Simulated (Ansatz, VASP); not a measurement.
# One calculation of SiO2, two programs

INCAR

```
  PREC = Accurate
  ENCUT = 520
  EDIFF = 1E-6
  ISMEAR = -1
  SIGMA = 0.02
  LREAL = False
  LASPH = True
  NELM = 100
  ALGO = Normal
  ISIF = 2
  LWAVE = False
  LCHARG = False
  GGA = PE
  NBANDS = 15
```

Contents of KPOINTS:

```
Automatic mesh
0
Gamma
  10 10 10
```

POSCAR

```
SiO2
1.0
    0.0000000000      2.2641691178      2.2641691178
    2.2641691178      0.0000000000      2.2641691178
    2.2641691178      2.2641691178      0.0000000000
Si O
1 2
Direct
    0.0000000000      0.0000000000      0.0000000000
    0.2500000000      0.2500000000      0.2500000000
    0.7500000000      0.7500000000      0.7500000000
```

Input for Ansatz:

```yaml
crystal:
  lattice:
    - [0.0, 2.2641691178, 2.2641691178]
    - [2.2641691178, 0.0, 2.2641691178]
    - [2.2641691178, 2.2641691178, 0.0]
  atoms:
    - { symbol: Si, position: [0.0, 0.0, 0.0] }
    - { symbol: O, position: [0.25, 0.25, 0.25] }
    - { symbol: O, position: [0.75, 0.75, 0.75] }
kpoints:
  mp_grid: { grid: [10, 10, 10] }
  band_path:
    path:
      - [0.0, 0.0, 0.0]
      - [0.5, 0.0, 0.5]
      - [0.625, 0.25, 0.625]
      - [0.375, 0.375, 0.75]
      - [0.5, 0.5, 0.5]
      - [0.5, 0.25, 0.75]
      - [0.0, 0.5, 0.5]
    npoints: 1
hamiltonian:
  xc: pbe
scf:
  occupations: { method: fermi_dirac, width: 0.02 }
  n_extra_bands: 4
output:
  forces: true
  stress: true
  eigenvalues: true
```

Alike in both runs: task single point; functional PBE; k mesh 10 × 10 × 10; occupations fermi-dirac, width 0.02 eV; no spin polarisation.

```csv
,VASP,Ansatz
version,VASP 6.6.1,Ansatz 0.2.0
potentials or method,"VASP PAW PBE potentials, release 64 (Si, O)","plane waves, PAW"
plane-wave cutoff (eV),520,420
valence electrons in the cell,16,16
```

Ansatz gave:

| Quantity | Value |
| --- | --- |
| gap on the k mesh at the Fermi level (eV) | 2.09 |
| pressure (GPa) | 10.0 |

Problem. Which values does VASP return?

Solution. gap on the k mesh at the Fermi level (eV): 2.06; pressure (GPa): 10.3.
